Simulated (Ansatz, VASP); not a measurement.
## Na: VASP beside Ansatz

Contents of INCAR:

```
SYSTEM = Na
  ALGO = Normal
  EDIFF = 1E-6
  ENCUT = 520
  GGA = PE
  ISIF = 2
  ISMEAR = 1
  ISPIN = 2
  LASPH = .True.
  LCHARG = .False.
  LORBIT = 11
  LREAL = .False.
  LWAVE = .False.
  MAGMOM = -4
  NBANDS = 14
  NELM = 150
  PREC = Accurate
  SIGMA = 0.001
```

KPOINTS

```
k-points
0
Gamma
  13 13 13
  0 0 0
```

Contents of POSCAR:

```
Na
1.0
   -1.9317615710      1.9317615710      1.9317615710
    1.9317615710     -1.9317615710      1.9317615710
    1.9317615710      1.9317615710     -1.9317615710
Na
1
Direct
    0.0000000000      0.0000000000      0.0000000000
```

Input for Ansatz:

```yaml
crystal:
  lattice:
    - [-1.931761571, 1.931761571, 1.931761571]
    - [1.931761571, -1.931761571, 1.931761571]
    - [1.931761571, 1.931761571, -1.931761571]
  atoms:
    - { symbol: Na, position: [0.0, 0.0, 0.0], spin: -4.0 }
kpoints:
  mp_grid: { grid: [13, 13, 13] }
scf:
  occupations: { method: methfessel_paxton, width: 0.001 }
hamiltonian:
  xc: pbe
  pseudopotentials: { kind: all_electron, lapw: { basis_error: 0.001 } }
output:
  forces: true
  stress: true
  eigenvalues: true
  populations: true
magnetization:
  spin_polarized: true
```

Alike in both runs: task single point; functional PBE; k mesh 13 × 13 × 13; occupations methfessel-paxton of order 1, width 0.001 eV; collinear spin.

```csv
,VASP,Ansatz
version,VASP 6.6.1,Ansatz 0.2.0
potentials or method,"VASP PAW PBE potentials, release 64 (Na_pv), cutoff 520 eV","all-electron LAPW, scalar-relativistic"
```

VASP gave:

```
gap on the k mesh at the Fermi level (eV) : none
pressure (GPa)                            : 3.0
net moment per atom (μB)                  : 0.03
```

Question: What did Ansatz give for the same quantities?

Answer: gap on the k mesh at the Fermi level (eV): none; pressure (GPa): 3.1; net moment per atom (μB): 0.03.

A gap of «none» marks a metal or a gap that the smearing closes. Ansatz ran all-electron here, and VASP with PAW potentials. Ansatz's warnings: seeded moment not kept, stability check not made.
